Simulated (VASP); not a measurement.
# HfS2 (P-3m1) in VASP: a series of runs

HfS2 is run at these levels: HSE06; tasks: single point.

Program: VASP 6.6.1. These are calculated values, not measurements. Logs are shortened: lines on timing, memory, paths and dates and some standing lists are left out, and cuts for length are marked.

## 1. The cell of the first run

The structure is trigonal, space group P-3m1 (No. 164). Conventional cell: a = 3.594 Å, b = 3.594 Å, c = 5.820 Å, α = 90.00°, β = 90.00°, γ = 120.00°. Within 3.3 Å of Hf (site symmetry -3m) lie 6 S at 2.53 Å. S (site symmetry 3m) has 3 Hf at 2.53 Å within 3.3 Å.

## 2. Single point, HSE06 (strain -1.0%)

Input file POSCAR:

```
HfS2
1.0
    3.5939929989      0.0000000000      0.0000000000
   -1.7969964994      3.1124892381      0.0000000000
    0.0000000000      0.0000000000      5.8195745691
Hf S
1 2
Direct
    0.0000000000      0.0000000000      0.0000000000
    0.3333333333      0.6666666667      0.2494111407
    0.6666666667      0.3333333333      0.7505888593
```

Input file INCAR.step1:

```
ALGO = Normal
EDIFF = 1E-5
ENCUT = 400
GGA = PE
GGA_COMPAT = F
ISIF = 2
ISMEAR = 0
LASPH = T
LREAL = F
LWAVE = T
NBANDS = 18
NELM = 120
PREC = Accurate
SIGMA = 0.01
```

Input file INCAR.step2:

```
ALGO = Normal
EDIFF = 1E-6
ENCUT = 400
GGA = PE
GGA_COMPAT = F
HFSCREEN = 0.2079
ISIF = 2
ISMEAR = 0
ISTART = 1
LASPH = T
LCHARG = T
LELF = T
LHFCALC = T
LREAL = F
LVHAR = T
LWAVE = F
NBANDS = 18
NELM = 120
PREC = Accurate
PRECFOCK = Normal
SIGMA = 0.01
```

Input file KPOINTS:

```
k-points
0
Gamma
  6 6 4
```

Potentials or basis: VASP PAW PBE potentials, release 64 (Hf_pv, S).

Launch:

```console
$ cat potpaw_PBE.64/Hf_pv/POTCAR potpaw_PBE.64/S/POTCAR > POTCAR
$ cp INCAR.step1 INCAR
$ mpirun -np 1 vasp_std > vasp.out
$ cp INCAR.step2 INCAR
$ mpirun -np 1 vasp_std > vasp.out
```

OUTCAR:

```text
EDIFF = 1E-6
   ENCUT = 400
   GGA = PE
   HFSCREEN = 0.2079
   ISIF = 2
   ISMEAR = 0
   ISTART = 1
   LASPH = T
   LHFCALC = T
   LREAL = F
   NELM = 120
   PREC = Accurate
   PRECFOCK = Normal

 ion  position               nearest neighbor table
   1  0.000  0.000  0.000-   2 2.53   3 2.53   3 2.53   2 2.53   3 2.53   2 2.53
   2  0.333  0.667  0.249-   1 2.53   1 2.53   1 2.53
   3  0.667  0.333  0.751-   1 2.53   1 2.53   1 2.53

  LATTYP: Found a hexagonal cell.
 ALAT       =     3.5939929989
 C/A-ratio  =     1.6192503911

  Lattice vectors:

 A1 = (   3.5939929989,   0.0000000000,   0.0000000000)
 A2 = (  -1.7969964994,   3.1124892381,   0.0000000000)
 A3 = (   0.0000000000,   0.0000000000,   5.8195745691)

Analysis of symmetry for initial positions (statically):
=====================================================================
 Subroutine PRICEL returns:
 Original cell was already a primitive cell.

 Routine SETGRP: Setting up the symmetry group for a
 hexagonal supercell.

 Subroutine GETGRP returns: Found 12 space group operations
 (whereof 12 operations were pure point group operations)
 out of a pool of 24 trial point group operations.

The static configuration has the point symmetry D_3d.

Analysis of symmetry for dynamics (positions and initial velocities):
=====================================================================
 Subroutine PRICEL returns:
 Original cell was already a primitive cell.

 Routine SETGRP: Setting up the symmetry group for a
 hexagonal supercell.

 Subroutine GETGRP returns: Found 12 space group operations
 (whereof 12 operations were pure point group operations)
 out of a pool of 24 trial point group operations.

The dynamic configuration has the point symmetry D_3d.

 Subroutine INISYM returns: Found 12 space group operations
 (whereof 12 operations are pure point group operations),
 and found     1 'primitive' translations

----------------------------------------------------------------------------------------

                                     Primitive cell

  volume of cell :      65.0993

[... 90 lines left out ...]
   LREAL  =      F    real-space projection
   EDIFFG = 0.1E-04   stopping-criterion for IOM
   NSW    =      0    number of steps for IOM
   IBRION =     -1    ionic relax: 0-MD 1-quasi-New 2-CG
   NFREE  =      0    steps in history (QN), initial steepest desc. (CG)
   ISIF   =      2    stress and relaxation
   ISYM   =      3    0-nonsym 1-usesym 2-fastsym
   POTIM  = 0.5000    time-step for ionic-motion
   TEBEG  =    0.0;   TEEND  =   0.0 temperature during run
   PSTRESS=    0.0 pullay stress
   NELECT =      22.0000    total number of electrons
   NUPDOWN=      -1.0000    fix difference up-down
   EMIN   =  10.00;   EMAX   =-10.00  energy-range for DOS
   EFERMI =   0.00;   METHOD = LEGACY
   ISMEAR =     0;   SIGMA  =   0.01  broadening in eV -4-tet -1-fermi 0-gaus
   EFERMI_NEDOS =   21; number of points for ismear=-14 and -15
   IALGO  =     38    algorithm
   IMIX   =      1    mixing-type and parameters
     AMIX     =   0.40;   BMIX     =  1.00
     AMIX_MAG =   1.60;   BMIX_MAG =  1.00
  volume/ion in A,a.u.               =      21.70       146.44
  Fermi-wavevector in a.u.,A,eV,Ry     =   1.140312  2.154877 17.691805  1.300311
  Thomas-Fermi vector in A             =   2.277014
   LORBIT       =      0    0 simple, 1 ext, 2 COOP (PROOUT), +10 PAW based schemes
   GGA     = PE    functional components
   LHFCALC =     T    Hartree Fock is set to
   PRECFOCK=normal    Normal, Fast or Accurate (Low or Medium for compatibility)
   ENCUT4O =  -1.0   cutoff for four orbital integrals eV
   NKREDX  =     1    reduce k-point grid by
   NKREDY  =     1    reduce k-point grid by
   NKREDZ  =     1    reduce k-point grid by
   AEXX    =    0.2500 exact exchange contribution
   HFSCREEN=    0.2079 screening length (either q_TF or 0.3 A-1)
   HFSCREENC=   0.2079 screening length for correlation (either q_TF or 0.3 A-1)
   ENCUTFOCK=  -1.0 apply spherical cutoff to Coloumb kernel
   IVDW    =     0    specifies the selected vdW correction
   LEPSILON=     F    determine dielectric tensor
   LRPA    =     F    only Hartree local field effects (RPA)
 non-spin polarized calculation
 Gauss-broadening in eV      SIGMA  =   0.01
  energy-cutoff  :      400.00
  volume of cell :       65.10
 maximum number of plane-waves:      1194
  NGX = 18; NGY = 18; NGZ = 30

 number of electron      22.0000003 magnetization

 Free energy of the ion-electron system (eV)
  ---------------------------------------------------
  ext. energy  EPLUGINS =         0.00000000
  ---------------------------------------------------
  free energy    TOTEN  =       -26.91402842 eV

  energy without entropy =      -26.91402842  energy(sigma->0) =      -26.91402842

 E-fermi :   3.2092     XC(G=0):  -8.1304

 val. band max:        3.0742188401   @ k =   0.0000   0.0000   0.0000
 cond. band min:       4.7794589972   @ k =   0.5000   0.0000   0.5000
 fundamental gap:      1.7052401571
 Fermi energy:         3.2092230367

 k-point     1 :       0.0000    0.0000    0.0000
  band No.  band energies     occupation
      1     -29.7616      2.00000
      2     -29.6180      2.00000
      3     -29.6180      2.00000
      4     -11.5997      2.00000
      5      -9.6195      2.00000
      6      -2.4284      2.00000
[... 481 lines left out ...]
      5      -9.7703      2.00000
      6      -1.1889      2.00000
[... 10 lines left out ...]
     17      12.4243      0.00000
     18      13.2336      0.00000

------------------------ aborting loop because EDIFF is reached ----------------------------------------

  FORCE on cell =-STRESS in cart. coord.  units (eV):
  Direction    XX          YY          ZZ          XY          YZ          ZX
  --------------------------------------------------------------------------------------
  -------------------------------------------------------------------------------------
  Total        0.7003712      0.7003712      0.3876556      0.0000000      0.0000000      0.0000000
  in kB       17.2370343     17.2370343      9.5407013      0.0000000      0.0000000      0.0000000
  external PRESSURE =      14.6715899 kB  Pullay stress =       0.0000000 kB

 VOLUME and BASIS-vectors are now :
 -----------------------------------------------------------------------------
  energy-cutoff  :      400.00
  volume of cell :       65.10
      direct lattice vectors                 reciprocal lattice vectors
     3.593992999  0.000000000  0.000000000     0.278242056  0.160643126  0.000000000
    -1.796996499  3.112489238  0.000000000     0.000000000  0.321286251  0.000000000
     0.000000000  0.000000000  5.819574569     0.000000000  0.000000000  0.171833867

 POSITION                                       TOTAL-FORCE (eV/Angst)
 -----------------------------------------------------------------------------------
      0.00000      0.00000      0.00000         0.000000      0.000000      0.000000
     -0.00000      2.07499      1.45147        -0.000000      0.000000     -0.199962
      1.79700      1.03750      4.36811         0.000000      0.000000      0.199962
 -----------------------------------------------------------------------------------
    total drift:                                0.000000     -0.000000      0.000001

  FREE ENERGIE OF THE ION-ELECTRON SYSTEM (eV)
  ---------------------------------------------------
  free  energy   TOTEN  =       -26.9140284217 eV

  energy  without entropy=      -26.9140284217  energy(sigma->0) =      -26.91402842
```

OSZICAR.step1:

```text
N       E                     dE             d eps       ncg     rms          rms(c)
DAV:   1     0.789909718389E+02    0.78991E+02   -0.94232E+03   864   0.885E+02
DAV:   2    -0.199988427666E+02   -0.98990E+02   -0.96429E+02  1118   0.213E+02
DAV:   3    -0.245487680171E+02   -0.45499E+01   -0.45316E+01  1096   0.403E+01
DAV:   4    -0.246062734790E+02   -0.57505E-01   -0.57469E-01  1190   0.536E+00
DAV:   5    -0.246072495700E+02   -0.97609E-03   -0.97603E-03  1124   0.646E-01    0.509E+01
DAV:   6    -0.229526316437E+02    0.16546E+01   -0.40720E+00   946   0.985E+00    0.373E+01
DAV:   7    -0.229159919194E+02    0.36640E-01   -0.16182E+00  1014   0.721E+00    0.352E+00
DAV:   8    -0.228574052568E+02    0.58587E-01   -0.25270E-01   910   0.283E+00    0.184E+00
DAV:   9    -0.228538217329E+02    0.35835E-02   -0.29324E-02  1054   0.981E-01    0.680E-01
DAV:  10    -0.228539623104E+02   -0.14058E-03   -0.31754E-03   974   0.292E-01    0.414E-01
DAV:  11    -0.228540260939E+02   -0.63783E-04   -0.15264E-04  1118   0.803E-02    0.132E-01
DAV:  12    -0.228540234553E+02    0.26386E-05   -0.31439E-05   940   0.308E-02
   1 F= -.22854023E+02 E0= -.22854023E+02  d E =-.146037E-11
```

Run time: 25 min. Hardware: 1 thread of Intel Xeon 6975P-C (Granite Rapids), shared host; peak memory 0.28 GiB.

Results:

| Quantity | Value |
| --- | --- |
| Free energy | -26.9140 eV |
| Pressure | 1.5 GPa |
| Largest force | 0.200 eV/Å |
| Band gap on the k mesh | 1.71 eV (least direct gap 2.73 eV) |

Forces in eV/Å, atoms in the order of the input:
```
Hf   0.000  0.000  0.000
S    0.000  0.000 -0.200
S    0.000  0.000  0.200
```

Stress tensor (GPa, compression positive):
```
1.72 0.00 0.00
0.00 1.72 0.00
0.00 0.00 0.95
```

Caveat: the cell differs from its parent crystal (strain -1.0%); the PAW data sets were made with another functional, which shifts forces and pressure a little; spin-orbit coupling is left out, which moves the levels of the heavy elements; this functional lacks dispersion, which binds the layers, so the pressure and a relaxed spacing across them are unreliable.

(Continued in part 2 of 2.)
